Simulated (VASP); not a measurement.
Set up this calculation in VASP 6.6.1, as the native input.

```yaml
Task: relaxation of cell and atoms
Functional: PBE
Potentials_or_basis: VASP PAW PBE potentials, release 64 (Hg, Te)
Cutoff: 600 eV
k_mesh: 11 × 11 × 11
Occupations: fermi-dirac, width 0.08 eV
Spin: no spin polarisation
Target_pressure: 4 GPa
Dipole_correction: no
Further_INCAR_settings: ALGO = Normal; EDIFF = 1e-06; IBRION = 2; EDIFFG = -0.005; NSW = 32; ISIF = 3
```

The structure of HgTe (zincblende type) lies in POSCAR:

```
HgTe
1.0
    0.0000000000      3.2250804463      3.2250804463
    3.2250804463      0.0000000000      3.2250804463
    3.2250804463      3.2250804463      0.0000000000
Hg Te
1 1
Direct
    0.0000000000      0.0000000000      0.0000000000
    0.2500000000      0.2500000000      0.2500000000
```

These files were run (other wordings do the same):

INCAR

```
SYSTEM = HgTe
ALGO = Normal ; EDIFF = 1E-6
EDIFFG = -0.005 ; ENCUT = 600
GGA = PE ; IBRION = 2
ISIF = 3 ; ISMEAR = -1
LASPH = .TRUE. ; LCHARG = .FALSE.
LREAL = .FALSE. ; LWAVE = .FALSE.
NELM = 80 ; NSW = 32
PREC = Accurate ; PSTRESS = 40.0
SIGMA = 0.08
```

KPOINTS

```
k-points
0
G
  11 11 11
  0 0 0
```

Potentials or basis: VASP PAW PBE potentials, release 64 (Hg, Te).

The run is started by

```sh
$ cat potpaw_PBE.64/Hg/POTCAR potpaw_PBE.64/Te/POTCAR > POTCAR
$ mpirun -np 1 vasp_std > vasp.out
```

Results of the run:

| Quantity | Value |
| --- | --- |
| Relaxed volume | 33.63 Å³/atom |
| Relaxed cell | a = 4.565 Å, b = 4.565 Å, c = 4.565 Å, α = 60.00°, β = 60.00°, γ = 60.00° |
| Space group after relaxing (to 0.05 Å) | F-43m (No. 216) |
| Energy change on relaxing (the enthalpy is what falls) | -2.1 meV/atom |
| Ionic steps | 2 |
| Pressure after relaxing | 4.0 GPa |
| Band gap on the k mesh | zero (filled and empty bands touch) |

Caveat: the cell is relaxed towards a set pressure, so the enthalpy falls and the energy may rise; spin-orbit coupling is left out, which moves the levels of the heavy elements.

Run time: 46 s on 1 thread of Intel(R) Xeon(R) Platinum 8488C (Sapphire Rapids), with other jobs on the host, peak memory 0.25 GiB.
